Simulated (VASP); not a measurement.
# Ge (I4_1/amd) in VASP: further runs, part 2 of 2

VASP 6.6.1.

## 5. Relaxation of cell and atoms, PBE

INCAR

```
PREC     = Accurate       # precision mode
ENCUT    = 600            # plane-wave cutoff, eV
EDIFF    = 1E-6           # SCF threshold, eV
ISMEAR   = -1             # smearing method
SIGMA    = 0.05           # smearing width, eV
LREAL    = F              # projectors in reciprocal space
LASPH    = T              # aspherical terms in the spheres
NELM     = 80             # most SCF steps
ALGO     = Normal         # electronic algorithm
ISIF     = 3              # what is computed and relaxed
LWAVE    = F              # write WAVECAR
LCHARG   = F              # write CHGCAR
GGA      = PE             # functional
IBRION   = 2              # ionic algorithm
NSW      = 60             # ionic steps
EDIFFG   = -0.01          # ionic threshold
```

KPOINTS

```
regular mesh
0
Gamma
  11 11 11
```

POSCAR

```
Ge
1.0
   -2.5744897190      2.5744897190      1.3974126432
    2.5744897190     -2.5744897190      1.3974126432
    2.5744897190      2.5744897190     -1.3974126432
Ge
2
Direct
    0.5000000000      0.5000000000      0.0000000000
    0.2500000000      0.7500000000      0.5000000000
```

Potentials or basis: VASP PAW PBE potentials, release 64 (Ge_d).

Started as:

```bash
> cat potpaw_PBE.64/Ge_d/POTCAR > POTCAR
> mpirun -np 1 vasp_std > vasp.out
```

OUTCAR:

```text
PREC = Accurate
   ENCUT = 600
   EDIFF = 1E-6
   ISMEAR = -1
   LREAL = F
   LASPH = T
   NELM = 80
   ISIF = 3
   GGA = PE
   IBRION = 2
   NSW = 60
   EDIFFG = -0.01

 ion  position               nearest neighbor table
   1  0.500  0.500  0.000-   2 2.67   2 2.67   2 2.67   2 2.67
   2  0.250  0.750  0.500-   1 2.67   1 2.67   1 2.67   1 2.67

  LATTYP: Found a body centered tetragonal cell.
 ALAT       =     5.1489794380
 C/A-ratio  =     0.5427920853

  Lattice vectors:

 A1 = (  -2.5744897190,   2.5744897190,   1.3974126432)
 A2 = (   2.5744897190,  -2.5744897190,   1.3974126432)
 A3 = (   2.5744897190,   2.5744897190,  -1.3974126432)

Analysis of symmetry for initial positions (statically):
=====================================================================
 Subroutine PRICEL returns:
 Original cell was already a primitive cell.

 Routine SETGRP: Setting up the symmetry group for a
 body centered tetragonal supercell.

 Subroutine GETGRP returns: Found 16 space group operations
 (whereof  8 operations were pure point group operations)
 out of a pool of 16 trial point group operations.

The static configuration has the point symmetry D_2d.
 The point group associated with its full space group is D_4h.

Analysis of symmetry for dynamics (positions and initial velocities):
[... 262 lines left out ...]
  free  energy   TOTEN  =        -8.5809171077 eV

  energy  without entropy=       -8.5731673518  energy(sigma->0) =       -8.57704223

[... ionic steps 4 to 12 ...]

--------------------------------------- Ionic step       13  -------------------------------------------

 number of electron      28.0000022 magnetization

------------------------ aborting loop because EDIFF is reached ----------------------------------------
[... 67 lines left out ...]
--------------------------------------- Ionic step       15  -------------------------------------------

 number of electron      28.0000022 magnetization

 Free energy of the ion-electron system (eV)
  ---------------------------------------------------
  ext. energy  EPLUGINS =         0.00000000
  ---------------------------------------------------
  free energy    TOTEN  =        -8.58104387 eV

  energy without entropy =       -8.57333695  energy(sigma->0) =       -8.57719041

 E-fermi :   6.3215     XC(G=0): -11.0989

 val. band max:        6.3114830674   @ k =   0.3636   0.3636   0.0909
 cond. band min:       6.3223072566   @ k =  -0.4545   0.0909   0.0000
 fundamental gap:      0.0108241892
 Fermi energy:         6.3214669076

 k-point     1 :       0.0000    0.0000    0.0000
  band No.  band energies     occupation
      1     -18.3942      2.00000
      2     -18.3588      2.00000
      3     -18.3293      2.00000
      4     -18.3261      2.00000
      5     -18.2356      2.00000
      6     -18.2356      2.00000
[... 481 lines left out ...]
      5     -18.2426      2.00000
      6     -18.2288      2.00000
[... 10 lines left out ...]
     17      12.0676      0.00000
     18      14.1016      0.00000

 [... further k-points ...]
[... 5 lines left out ...]
  --------------------------------------------------------------------------------------
  -------------------------------------------------------------------------------------
  Total        0.0065086      0.0065086     -0.0196778      0.0000000      0.0000000      0.0000000
  in kB        0.2693407      0.2693407     -0.8143132      0.0000000      0.0000000      0.0000000
  external PRESSURE =      -0.0918772 kB  Pullay stress =       0.0000000 kB
[... 17 lines left out ...]
  FREE ENERGIE OF THE ION-ELECTRON SYSTEM (eV)
  ---------------------------------------------------
  free  energy   TOTEN  =        -8.5810438683 eV

  energy  without entropy=       -8.5733369538  energy(sigma->0) =       -8.57719041

 reached required accuracy - stopping structural energy minimisation
```

OSZICAR:

```text
N       E                     dE             d eps       ncg     rms          rms(c)
DAV:   1     0.161231676894E+03    0.16123E+03   -0.16284E+04  4648   0.486E+03
DAV:   2     0.106513979651E+02   -0.15058E+03   -0.14808E+03  4538   0.562E+02
DAV:   3    -0.805238180472E+01   -0.18704E+02   -0.18507E+02  5034   0.142E+02
DAV:   4    -0.857537537683E+01   -0.52299E+00   -0.52026E+00  5438   0.275E+01
[... 91 lines left out ...]
       N       E                     dE             d eps       ncg     rms          rms(c)
DAV:   1    -0.858106451112E+01   -0.20307E-04   -0.29641E-04  5744   0.345E-01    0.269E-02
DAV:   2    -0.858104963686E+01    0.14874E-04   -0.23080E-05  5846   0.961E-02    0.136E-02
DAV:   3    -0.858104454460E+01    0.50923E-05   -0.89255E-06  5552   0.548E-02    0.276E-03
DAV:   4    -0.858104386827E+01    0.67633E-06   -0.86221E-07  2526   0.191E-02
  15 F= -.85810439E+01 E0= -.85771904E+01  d E =-.149607E-04
```

CONTCAR:

```text
Ge
   1.00000000000000
    -2.6149637339471155    2.6149637339471155    1.4154833343808746
     2.6149637339471155   -2.6149637339471155    1.4154833343808746
     2.6149637339471155    2.6149637339471155   -1.4154833343808746
  Ge
     2
Direct
     0.5000000000000000    0.5000000000000000    1.0000000000000000
     0.2500000000000000    0.7500000000000000    0.5000000000000000

  0.00000000E+00  0.00000000E+00  0.00000000E+00
  0.00000000E+00  0.00000000E+00  0.00000000E+00
```

Run time: 5.2 min. Hardware: 1 thread of AMD EPYC 9R45 (Zen 5), shared host; peak memory 0.21 GiB.

What came out:

```
Free energy                            : -8.5810 eV
Relaxed volume                         : 19.36 Å³/atom
Relaxed cell                           : a = 3.960 Å, b = 3.960 Å, c = 3.960 Å, α = 97.34°, β = 97.34°, γ = 138.11°
Space group after relaxing (to 0.05 Å) : I4_1/amd (No. 141)
Energy gained by relaxing              : 8.1 meV/atom
Ionic steps                            : 15
Pressure after relaxing                : 0.0 GPa
Band gap on the k mesh                 : zero (band 14 reaches 7.90 eV, above the bottom of band 15 at 3.51 eV)
```

The path:
```csv
step,energy change (eV),largest force (eV/Å),pressure (GPa),volume (Å³)
1,0.0000,0.0000,3.11,37.05
2,-0.0156,0.0000,-0.26,39.01
3,-0.0161,0.0000,-0.22,38.81
4,-0.0161,0.0000,0.12,38.69
5,-0.0161,0.0000,-0.12,38.73
6,-0.0162,0.0000,0.38,38.65
7,-0.0162,0.0000,-0.07,38.67
8,-0.0162,0.0000,0.04,38.67
9,-0.0162,0.0000,0.01,38.67
10,-0.0162,0.0000,0.05,38.66
11,-0.0162,0.0000,0.04,38.66
12,-0.0162,0.0000,0.17,38.65
13,-0.0162,0.0000,-0.27,38.75
14,-0.0162,0.0000,0.06,38.71
15,-0.0162,0.0000,-0.01,38.72
```

Final structure:
```
Ge
1.0
    -2.61496    2.61496    1.41548
     2.61496   -2.61496    1.41548
     2.61496    2.61496   -1.41548
Ge
2
Direct
  0.50000 0.50000 0.00000
  0.25000 0.75000 0.50000
```

Levels at points of the mesh, in eV from the Fermi level:
```
           k point  band 11  band 12  band 13  band 14  band 15  band 16  band 17  band 18
(0.00, 0.00, 0.00)   -12.94    -4.24    -2.23    -2.23     3.37     7.28     7.28     7.86
```

## 6. Relaxation of cell and atoms, PBE+D3(BJ)

INCAR

```
ALGO     = Normal         # electronic algorithm
EDIFF    = 1E-6           # SCF threshold, eV
EDIFFG   = -0.01          # ionic threshold
ENCUT    = 600            # plane-wave cutoff, eV
GGA      = PE             # functional
IBRION   = 2              # ionic algorithm
ISIF     = 3              # what is computed and relaxed
ISMEAR   = -1             # smearing method
IVDW     = 12             # dispersion correction
LASPH    = True           # aspherical terms in the spheres
LCHARG   = False          # write CHGCAR
LREAL    = False          # projectors in reciprocal space
LWAVE    = False          # write WAVECAR
NELM     = 100            # most SCF steps
NSW      = 60             # ionic steps
PREC     = Accurate       # precision mode
SIGMA    = 0.05           # smearing width, eV
```

KPOINTS

```
k-points
0
Gamma
  11 11 11
```

POSCAR is that of step 5.

Potentials or basis: VASP PAW PBE potentials, release 64 (Ge_d).

Started as:

```bash
> cat potpaw_PBE.64/Ge_d/POTCAR > POTCAR
> mpirun -np 1 vasp_std > vasp.out
```

OUTCAR:

```text
EDIFF = 1E-6
   EDIFFG = -0.01
   ENCUT = 600
   GGA = PE
   IBRION = 2
   ISIF = 3
   ISMEAR = -1
   IVDW = 12
   LASPH = True
   LREAL = False
   NELM = 100
   NSW = 60
   PREC = Accurate
 IVDW          = 12

 ion  position               nearest neighbor table
   1  0.500  0.500  0.000-   2 2.67   2 2.67   2 2.67   2 2.67
   2  0.250  0.750  0.500-   1 2.67   1 2.67   1 2.67   1 2.67

  LATTYP: Found a body centered tetragonal cell.
 ALAT       =     5.1489794380
 C/A-ratio  =     0.5427920853

  Lattice vectors:

 A1 = (  -2.5744897190,   2.5744897190,   1.3974126432)
 A2 = (   2.5744897190,  -2.5744897190,   1.3974126432)
 A3 = (   2.5744897190,   2.5744897190,  -1.3974126432)

Analysis of symmetry for initial positions (statically):
=====================================================================
 Subroutine PRICEL returns:
 Original cell was already a primitive cell.

 Routine SETGRP: Setting up the symmetry group for a
 body centered tetragonal supercell.

 Subroutine GETGRP returns: Found 16 space group operations
 (whereof  8 operations were pure point group operations)
 out of a pool of 16 trial point group operations.

The static configuration has the point symmetry D_2d.
 The point group associated with its full space group is D_4h.

Analysis of symmetry for dynamics (positions and initial velocities):
=====================================================================
 Subroutine PRICEL returns:
 Original cell was already a primitive cell.

 Routine SETGRP: Setting up the symmetry group for a
 body centered tetragonal supercell.

 Subroutine GETGRP returns: Found 16 space group operations
 (whereof  8 operations were pure point group operations)
 out of a pool of 16 trial point group operations.

The dynamic configuration has the point symmetry D_2d.
 The point group associated with its full space group is D_4h.

 Subroutine INISYM returns: Found 16 space group operations
 (whereof  8 operations are pure point group operations),
 and found     1 'primitive' translations

----------------------------------------------------------------------------------------

[... 97 lines left out ...]
   NFREE  =      1    steps in history (QN), initial steepest desc. (CG)
   ISIF   =      3    stress and relaxation
   ISYM   =      2    0-nonsym 1-usesym 2-fastsym
   POTIM  = 0.5000    time-step for ionic-motion
   TEBEG  =    0.0;   TEEND  =   0.0 temperature during run
   PSTRESS=    0.0 pullay stress
   NELECT =      28.0000    total number of electrons
   NUPDOWN=      -1.0000    fix difference up-down
   EMIN   =  10.00;   EMAX   =-10.00  energy-range for DOS
   EFERMI =   0.00;   METHOD = LEGACY
   ISMEAR =    -1;   SIGMA  =   0.05  broadening in eV -4-tet -1-fermi 0-gaus
   EFERMI_NEDOS =   21; number of points for ismear=-14 and -15
   IALGO  =     38    algorithm
   IMIX   =      4    mixing-type and parameters
     AMIX     =   0.40;   BMIX     =  1.00
     AMIX_MAG =   1.60;   BMIX_MAG =  1.00
  volume/ion in A,a.u.               =      18.52       125.01
  Fermi-wavevector in a.u.,A,eV,Ry     =   1.491209  2.817976 30.255333  2.223704
  Thomas-Fermi vector in A             =   2.603893
   LORBIT       =      0    0 simple, 1 ext, 2 COOP (PROOUT), +10 PAW based schemes
   GGA     = PE    functional components
   LHFCALC =     F    Hartree Fock is set to
   AEXX    =    0.0000 exact exchange contribution
   IVDW    =    12    specifies the selected vdW correction
   LEPSILON=     F    determine dielectric tensor
   LRPA    =     F    only Hartree local field effects (RPA)
 conjugate gradient relaxation of ions
 non-spin polarized calculation
  energy-cutoff  :      600.00
  volume of cell :       37.05
 maximum number of plane-waves:      1258
   NGX = 15   NGY = 15   NGZ = 15

--------------------------------------- Ionic step        1  -------------------------------------------

 number of electron      28.0000000 magnetization

 Free energy of the ion-electron system (eV)
  ---------------------------------------------------
  ext. energy  EPLUGINS =         0.00000000
  ---------------------------------------------------
  free energy    TOTEN  =        -8.56485183 eV

  energy without entropy =       -8.55684938  energy(sigma->0) =       -8.56085061

------------------------ aborting loop because EDIFF is reached ----------------------------------------

 Edisp (eV)   -0.71883

 E8    (eV) :    -0.3189
[... 111 lines left out ...]
--------------------------------------- Ionic step        4  -------------------------------------------

 number of electron      28.0000003 magnetization

 Free energy of the ion-electron system (eV)
  ---------------------------------------------------
  ext. energy  EPLUGINS =         0.00000000
  ---------------------------------------------------
  free energy    TOTEN  =        -8.56525325 eV

  energy without entropy =       -8.55712754  energy(sigma->0) =       -8.56119039

 E-fermi :   6.8203     XC(G=0): -11.3172

 val. band max:        6.8081423321   @ k =  -0.1818  -0.2727   0.1818
 cond. band min:       6.8268505845   @ k =  -0.2727   0.1818   0.0000
 fundamental gap:      0.0187082524
 Fermi energy:         6.8203324417

 k-point     1 :       0.0000    0.0000    0.0000
  band No.  band energies     occupation
      1     -17.9586      2.00000
      2     -17.9177      2.00000
      3     -17.8857      2.00000
      4     -17.8835      2.00000
      5     -17.7776      2.00000
      6     -17.7776      2.00000
[... 481 lines left out ...]
      5     -17.7856      2.00000
      6     -17.7700      2.00000
[... 10 lines left out ...]
     17      12.7615      0.00000
     18      14.9180      0.00000

 [... further k-points ...]

------------------------ aborting loop because EDIFF is reached ----------------------------------------

 Edisp (eV)   -0.71849

 E8    (eV) :    -0.3187
[... 25 lines left out ...]
  FREE ENERGIE OF THE ION-ELECTRON SYSTEM (eV)
  ---------------------------------------------------
  free  energy   TOTEN  =        -9.2837455030 eV

  energy  without entropy=       -9.2756197882  energy(sigma->0) =       -9.27968265

 reached required accuracy - stopping structural energy minimisation
```

OSZICAR:

```text
N       E                     dE             d eps       ncg     rms          rms(c)
DAV:   1     0.161231676894E+03    0.16123E+03   -0.16284E+04  4648   0.486E+03
DAV:   2     0.106513979651E+02   -0.15058E+03   -0.14808E+03  4538   0.562E+02
DAV:   3    -0.805238180472E+01   -0.18704E+02   -0.18507E+02  5034   0.142E+02
[... 23 lines left out ...]
DAV:   1    -0.856541165977E+01   -0.58827E-03   -0.24981E-03  5958   0.858E-01    0.743E-02
DAV:   2    -0.856530003637E+01    0.11162E-03   -0.18597E-04  5900   0.269E-01    0.408E-02
DAV:   3    -0.856525522498E+01    0.44811E-04   -0.91689E-05  5890   0.180E-01    0.710E-03
DAV:   4    -0.856525350025E+01    0.17247E-05   -0.13315E-05  5428   0.669E-02    0.314E-03
DAV:   5    -0.856525325164E+01    0.24860E-06   -0.25043E-07  2410   0.855E-03
   4 F= -.92837455E+01 E0= -.92796826E+01  d E =-.173632E-04
```

Wall time 1.8 min (1 thread of AMD EPYC 9R45 (Zen 5), shared host); peak memory 0.22 GiB.

What came out:

```
Free energy                            : -9.2837 eV
Relaxed volume                         : 18.53 Å³/atom
Relaxed cell                           : a = 3.903 Å, b = 3.903 Å, c = 3.903 Å, α = 97.33°, β = 97.33°, γ = 138.14°
Space group after relaxing (to 0.05 Å) : I4_1/amd (No. 141)
Energy gained by relaxing              : 0.0 meV/atom
Ionic steps                            : 4
Pressure after relaxing                : 0.0 GPa
Band gap on the k mesh                 : zero (band 14 reaches 8.49 eV, above the bottom of band 15 at 3.83 eV)
Dispersion energy per atom             : -0.359 eV
```

Final structure:
```
Ge
1.0
    -2.57791    2.57791    1.39439
     2.57791   -2.57791    1.39439
     2.57791    2.57791   -1.39439
Ge
2
Direct
  0.50000 0.50000 0.00000
  0.25000 0.75000 0.50000
```

Caveat: pairwise dispersion overbinds metals, which lowers pressure and volume.

## 7. The runs side by side

| task | level | cell | cutoff (eV) | gap on the mesh (eV) | pressure (GPa) | relaxed volume (Å³/atom) |
| --- | --- | --- | --- | --- | --- | --- |
| single point | PBE+D3(BJ) | a = 3.900 Å, angles 97.4, 97.4, 138.0°, 2 atoms | 520 | none | 0.0 | - |
| single point | PBE+D4 | a = 3.903 Å, angles 97.3, 97.3, 138.1°, 2 atoms | 520 | none | 0.1 | - |
| single point | PBE | a = 3.959 Å, angles 97.3, 97.3, 138.2°, 2 atoms | 520 | none | 0.0 | - |
| relaxation of cell and atoms | PBE | relaxed from a = 3.900 Å, angles 97.4, 97.4, 138.0°, 2 atoms | 600 | none | 0.0 | 19.36 |
| relaxation of cell and atoms | PBE+D3(BJ) | relaxed from a = 3.900 Å, angles 97.4, 97.4, 138.0°, 2 atoms | 600 | none | 0.0 | 18.53 |

Alike in all rows: potentials or basis VASP PAW PBE potentials, release 64 (Ge_d); no spin polarisation; k mesh 11 × 11 × 11; smearing fermi-dirac 0.05 eV.

Caveats: pairwise dispersion overbinds metals, which lowers pressure and volume (some runs); three body term missing (some runs).

Absolute energies hang on the potentials; compare differences alone.
